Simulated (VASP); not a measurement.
# GeSe5 (P4) in VASP: single point with PBE

Aim: the single point of GeSe5 with PBE.

Everything below comes from runs of VASP 6.6.1. Logs are shortened: lines on timing, memory, paths and dates and some standing lists are left out, and cuts for length are marked.

## (1) The cell of the first run

It takes space group P4 (No. 75, tetragonal). Conventional cell: a = 5.985 Å, b = 5.985 Å, c = 6.398 Å, α = 90.00°, β = 90.00°, γ = 90.00°. Within 3.2 Å of Ge (site symmetry 4) lie 5 Se at 2.41 to 2.95 Å. Within 3.4 Å of Se (site symmetry 1) lie 4 Se at 2.61 to 2.95 Å and 1 Ge at 2.95 Å. Within 3.2 Å of Se (site symmetry 4) lie 1 Ge at 2.41 Å and 4 Se at 2.83 Å.

The cell was generated, and may not be a known phase.

## (2) Single point, PBE

File INCAR:

```
SYSTEM = GeSe5
  PREC = Accurate
  ENCUT = 520
  EDIFF = 1E-6
  ISMEAR = 0
  SIGMA = 0.1
  LREAL = .FALSE.
  LASPH = .TRUE.
  NELM = 100
  ALGO = Normal
  ISIF = 2
  LWAVE = .FALSE.
  LCHARG = .FALSE.
  GGA = PE
  NBANDS = 31
```

File KPOINTS:

```
Automatic mesh
0
G
  6 6 6
  0 0 0
```

File POSCAR:

```
GeSe5
1.0
    5.9845032628      0.0000000000      0.0000000000
    0.0000000000      5.9845032628      0.0000000000
    0.0000000000      0.0000000000      6.3981016663
Ge Se
1 5
Direct
    0.5000000000      0.5000000000      0.3063514265
    0.1191745656      0.2846398872      0.5171757402
    0.8808254344      0.7153601128      0.5171757402
    0.7153601128      0.1191745656      0.5171757402
    0.2846398872      0.8808254344      0.5171757402
    0.5000000000      0.5000000000      0.6831588125
```

Potentials or basis: VASP PAW PBE potentials, release 64 (Ge_d, Se).

The run is started by

```console
cat potpaw_PBE.64/Ge_d/POTCAR potpaw_PBE.64/Se/POTCAR > POTCAR
mpirun -np 1 vasp_std > vasp.out
```

OUTCAR:

```text
SYSTEM = GeSe5
   PREC = Accurate
   ENCUT = 520
   EDIFF = 1E-6
   ISMEAR = 0
   LREAL = .FALSE.
   LASPH = .TRUE.
   NELM = 100
   ISIF = 2
   GGA = PE

 ion  position               nearest neighbor table
   1  0.500  0.500  0.306-   6 2.41
   2  0.119  0.285  0.517-   4 2.61   5 2.61
   3  0.881  0.715  0.517-   4 2.61   5 2.61
   4  0.715  0.119  0.517-   2 2.61   3 2.61
   5  0.285  0.881  0.517-   2 2.61   3 2.61
   6  0.500  0.500  0.683-   1 2.41

  LATTYP: Found a simple tetragonal cell.
 ALAT       =     5.9845032628
 C/A-ratio  =     1.0691115679

  Lattice vectors:

 A1 = (   5.9845032628,   0.0000000000,   0.0000000000)
 A2 = (   0.0000000000,   5.9845032628,   0.0000000000)
 A3 = (   0.0000000000,   0.0000000000,   6.3981016663)

Analysis of symmetry for initial positions (statically):
=====================================================================
 Subroutine PRICEL returns:
 Original cell was already a primitive cell.

 Routine SETGRP: Setting up the symmetry group for a
 simple tetragonal supercell.

 Subroutine GETGRP returns: Found  4 space group operations
 (whereof  4 operations were pure point group operations)
 out of a pool of 16 trial point group operations.

The static configuration has the point symmetry     .

Analysis of symmetry for dynamics (positions and initial velocities):
=====================================================================
 Subroutine PRICEL returns:
 Original cell was already a primitive cell.

 Routine SETGRP: Setting up the symmetry group for a
 simple tetragonal supercell.

 Subroutine GETGRP returns: Found  4 space group operations
 (whereof  4 operations were pure point group operations)
 out of a pool of 16 trial point group operations.

The dynamic configuration has the point symmetry     .

 Subroutine INISYM returns: Found  4 space group operations
 (whereof  4 operations are pure point group operations),
 and found     1 'primitive' translations

----------------------------------------------------------------------------------------

                                     Primitive cell

  volume of cell :     229.1434

  direct lattice vectors                    reciprocal lattice vectors
     5.984503263  0.000000000  0.000000000     0.167098246  0.000000000  0.000000000
     0.000000000  5.984503263  0.000000000     0.000000000  0.167098246  0.000000000
     0.000000000  0.000000000  6.398101666     0.000000000  0.000000000  0.156296360

  length of vectors
     5.984503263  5.984503263  6.398101666     0.167098246  0.167098246  0.156296360

  position of ions in fractional coordinates (direct lattice)
     0.500000000  0.500000000  0.306351427
     0.119174566  0.284639887  0.517175740
     0.880825434  0.715360113  0.517175740
     0.715360113  0.119174566  0.517175740
     0.284639887  0.880825434  0.517175740
     0.500000000  0.500000000  0.683158812

  ion indices of the primitive-cell ions
   primitive index   ion index
                 1           1
                 2           2
                 3           3
                 4           4
                 5           5
                 6           6

----------------------------------------------------------------------------------------

 KPOINTS: Automatic mesh

Automatic generation of k-mesh.
 Grid dimensions read from file:
 generate k-points for:    6    6    6

 Generating k-lattice:

  Cartesian coordinates                     Fractional coordinates (reciprocal lattice)
     0.027849708  0.000000000  0.000000000     0.166666667  0.000000000  0.000000000
     0.000000000  0.027849708  0.000000000     0.000000000  0.166666667  0.000000000
     0.000000000  0.000000000  0.026049393     0.000000000  0.000000000  0.166666667

  Length of vectors
     0.027849708  0.027849708  0.026049393

  Shift w.r.t. Gamma in fractional coordinates (k-lattice)
     0.000000000  0.000000000  0.000000000

 Subroutine IBZKPT returns following result:
 ===========================================

 Found     44 irreducible k-points:

 Following reciprocal coordinates:
            Coordinates               Weight
  0.000000  0.000000  0.000000      1.000000
  0.166667  0.000000  0.000000      4.000000
  0.333333  0.000000  0.000000      4.000000
  0.500000  0.000000  0.000000      2.000000
  0.166667  0.166667  0.000000      4.000000
  0.333333  0.166667  0.000000      4.000000
[... 16 lines left out ...]
  0.000000  0.000000  0.333333      2.000000
  0.166667  0.000000  0.333333      8.000000
 [... further k-points ...]
   k-points           NKPTS =     44   k-points in BZ     NKDIM =     44   number of bands    NBANDS=     31
   number of dos      NEDOS =    301   number of ions     NIONS =      6
   total plane-waves  NPLWV = 110592
   dimension x,y,z NGX =    48 NGY =   48 NGZ =   48
   dimension x,y,z NGXF=    96 NGYF=   96 NGZF=   96
   ions per type =               1   5
   NGX,Y,Z   is equivalent  to a cutoff of  13.33, 13.33, 12.47 a.u.
   NGXF,Y,Z  is equivalent  to a cutoff of  26.67, 26.67, 24.94 a.u.
 SYSTEM =  GeSe5
   PREC   = accura    normal or accurate (medium, high low for compatibility)
   ISTART =      0    job   : 0-new  1-cont  2-samecut
   ICHARG =      2    charge: 1-file 2-atom 10-const
   ISPIN  =      1    spin polarized calculation?
   LNONCOLLINEAR =      F non collinear calculations
   LSORBIT =      F    spin-orbit coupling
   LASPH  =      T    aspherical Exc in radial PAW
   ENCUT  =  520.0 eV  38.22 Ry    6.18 a.u.  11.13 11.13 11.90*2*pi/ulx,y,z
   NELM   =    100;   NELMIN=  2; NELMDL= -5     # of ELM steps
   EDIFF  = 0.1E-05   stopping-criterion for ELM
   LREAL  =      F    real-space projection
   EDIFFG = 0.1E-04   stopping-criterion for IOM
   NSW    =      0    number of steps for IOM
   IBRION =     -1    ionic relax: 0-MD 1-quasi-New 2-CG
   NFREE  =      0    steps in history (QN), initial steepest desc. (CG)
   ISIF   =      2    stress and relaxation
   ISYM   =      2    0-nonsym 1-usesym 2-fastsym
   POTIM  = 0.5000    time-step for ionic-motion
   TEBEG  =    0.0;   TEEND  =   0.0 temperature during run
   PSTRESS=    0.0 pullay stress
   NELECT =      44.0000    total number of electrons
   NUPDOWN=      -1.0000    fix difference up-down
   EMIN   =  10.00;   EMAX   =-10.00  energy-range for DOS
   EFERMI =   0.00;   METHOD = LEGACY
   ISMEAR =     0;   SIGMA  =   0.10  broadening in eV -4-tet -1-fermi 0-gaus
   EFERMI_NEDOS =   21; number of points for ismear=-14 and -15
   IALGO  =     38    algorithm
   IMIX   =      4    mixing-type and parameters
     AMIX     =   0.40;   BMIX     =  1.00
     AMIX_MAG =   1.60;   BMIX_MAG =  1.00
  volume/ion in A,a.u.               =      38.19       257.72
  Fermi-wavevector in a.u.,A,eV,Ry     =   0.944474  1.784797 12.136817  0.892031
  Thomas-Fermi vector in A             =   2.072282
   LORBIT       =      0    0 simple, 1 ext, 2 COOP (PROOUT), +10 PAW based schemes
   GGA     = PE    functional components
   LHFCALC =     F    Hartree Fock is set to
   AEXX    =    0.0000 exact exchange contribution
   IVDW    =     0    specifies the selected vdW correction
   LEPSILON=     F    determine dielectric tensor
   LRPA    =     F    only Hartree local field effects (RPA)
 non-spin polarized calculation
 Gauss-broadening in eV      SIGMA  =   0.10
  energy-cutoff  :      520.00
  volume of cell :      229.14
 maximum number of plane-waves:      6240
 NGX is ok and might be reduce to    48
   NGX = 23   NGY = 23   NGZ = 23

 number of electron      44.0000007 magnetization

 Free energy of the ion-electron system (eV)
  ---------------------------------------------------
  ext. energy  EPLUGINS =         0.00000000
  ---------------------------------------------------
  free energy    TOTEN  =       -21.03388260 eV

  energy without entropy =      -21.02172038  energy(sigma->0) =      -21.02780149

 E-fermi :   0.7469     XC(G=0):  -6.9858

 val. band max:        0.7466955261   @ k =   0.1667   0.0000   0.0000
 cond. band min:       0.7553891963   @ k =   0.1667   0.0000   0.1667
 fundamental gap:      0.0086936702
 Fermi energy:         0.7468935353

 k-point     1 :       0.0000    0.0000    0.0000
  band No.  band energies     occupation
      1     -24.1926      2.00000
      2     -24.1921      2.00000
      3     -24.1564      2.00000
      4     -24.1514      2.00000
      5     -24.1514      2.00000
      6     -14.7304      2.00000
[... 23 lines left out ...]
     30       5.4392      0.00000
     31       6.6318      0.00000

 k-point     2 :       0.1667    0.0000    0.0000
  band No.  band energies     occupation
      1     -24.1926      2.00000
      2     -24.1921      2.00000
      3     -24.1564      2.00000
      4     -24.1514      2.00000
      5     -24.1514      2.00000
      6     -14.6386      2.00000
[... 23 lines left out ...]
     30       5.4698      0.00000
     31       6.6801      0.00000

 k-point     3 :       0.3333    0.0000    0.0000
  band No.  band energies     occupation
      1     -24.1926      2.00000
      2     -24.1921      2.00000
      3     -24.1564      2.00000
      4     -24.1514      2.00000
      5     -24.1514      2.00000
      6     -14.3675      2.00000
[... 23 lines left out ...]
     30       5.5018      0.00000
     31       6.4400      0.00000

 k-point     4 :       0.5000    0.0000    0.0000
  band No.  band energies     occupation
      1     -24.1926      2.00000
      2     -24.1920      2.00000
      3     -24.1564      2.00000
      4     -24.1514      2.00000
      5     -24.1514      2.00000
      6     -13.9389      2.00000
[... 23 lines left out ...]
     30       5.7287      0.00000
     31       6.3299      0.00000

 k-point     5 :       0.1667    0.1667    0.0000
  band No.  band energies     occupation
      1     -24.1926      2.00000
      2     -24.1921      2.00000
      3     -24.1564      2.00000
      4     -24.1514      2.00000
      5     -24.1514      2.00000
      6     -14.5480      2.00000
[... 23 lines left out ...]
     30       5.4730      0.00000
     31       6.4082      0.00000
[... 542 lines left out ...]
     30       5.3991      0.00000
     31       5.8713      0.00000

 k-point    22 :       0.5000    0.5000    0.1667
  band No.  band energies     occupation
      1     -24.1926      2.00000
      2     -24.1920      2.00000
      3     -24.1564      2.00000
      4     -24.1514      2.00000
      5     -24.1514      2.00000
      6     -13.4800      2.00000
[... 23 lines left out ...]
     30       5.3510      0.00000
     31       5.8524      0.00000

 k-point    23 :       0.0000    0.0000    0.3333
  band No.  band energies     occupation
      1     -24.1926      2.00000
      2     -24.1921      2.00000
      3     -24.1564      2.00000
      4     -24.1514      2.00000
      5     -24.1514      2.00000
      6     -14.7269      2.00000
[... 23 lines left out ...]
     30       5.8848      0.00000
     31       6.1966      0.00000

 k-point    24 :       0.1667    0.0000    0.3333
  band No.  band energies     occupation
      1     -24.1926      2.00000
      2     -24.1921      2.00000
      3     -24.1564      2.00000
      4     -24.1514      2.00000
      5     -24.1514      2.00000
      6     -14.6350      2.00000
[... 23 lines left out ...]
     30       5.8898      0.00000
     31       6.4026      0.00000

 [... further k-points ...]

------------------------ aborting loop because EDIFF is reached ----------------------------------------

  FORCE on cell =-STRESS in cart. coord.  units (eV):
  Direction    XX          YY          ZZ          XY          YZ          ZX
  --------------------------------------------------------------------------------------
  -------------------------------------------------------------------------------------
  Total        0.0296281      0.0296281      0.0365937     -0.0000005      0.0000000      0.0000000
  in kB        0.2071608      0.2071608      0.2558642     -0.0000032      0.0000000      0.0000000
  external PRESSURE =       0.2233953 kB  Pullay stress =       0.0000000 kB

 VOLUME and BASIS-vectors are now :
 -----------------------------------------------------------------------------
  energy-cutoff  :      520.00
  volume of cell :      229.14
      direct lattice vectors                 reciprocal lattice vectors
     5.984503263  0.000000000  0.000000000     0.167098246  0.000000000  0.000000000
     0.000000000  5.984503263  0.000000000     0.000000000  0.167098246  0.000000000
     0.000000000  0.000000000  6.398101666     0.000000000  0.000000000  0.156296360

 POSITION                                       TOTAL-FORCE (eV/Angst)
 -----------------------------------------------------------------------------------
      2.99225      2.99225      1.96007        -0.000000      0.000000     -0.018820
      0.71320      1.70343      3.30894         0.000165      0.005359      0.000668
      5.27130      4.28107      3.30894        -0.000165     -0.005359      0.000668
      4.28107      0.71320      3.30894        -0.005359      0.000165      0.000668
      1.70343      5.27130      3.30894         0.005359     -0.000165      0.000668
      2.99225      2.99225      4.37092        -0.000000     -0.000000      0.016150
 -----------------------------------------------------------------------------------
    total drift:                                0.000000     -0.000000     -0.000300

  FREE ENERGIE OF THE ION-ELECTRON SYSTEM (eV)
  ---------------------------------------------------
  free  energy   TOTEN  =       -21.0338826014 eV

  energy  without entropy=      -21.0217203814  energy(sigma->0) =      -21.02780149
```

Run time: 3.3 min. Hardware: 1 thread of Intel Xeon Platinum 8488C (Sapphire Rapids), shared host; peak memory 0.48 GiB.

What came out:

```yaml
Free_energy: -21.0339 eV
Pressure: 0.0 GPa
Largest_force: 0.019 eV/Å
Band_gap_on_the_k_mesh: zero (bands 22 and 23 overlap by 0.74 eV)
```

Forces on the atoms (eV/Å):
```
Ge   0.000  0.000 -0.019
Se   0.000  0.005  0.001
Se   0.000 -0.005  0.001
Se  -0.005  0.000  0.001
Se   0.005  0.000  0.001
Se   0.000  0.000  0.016
```
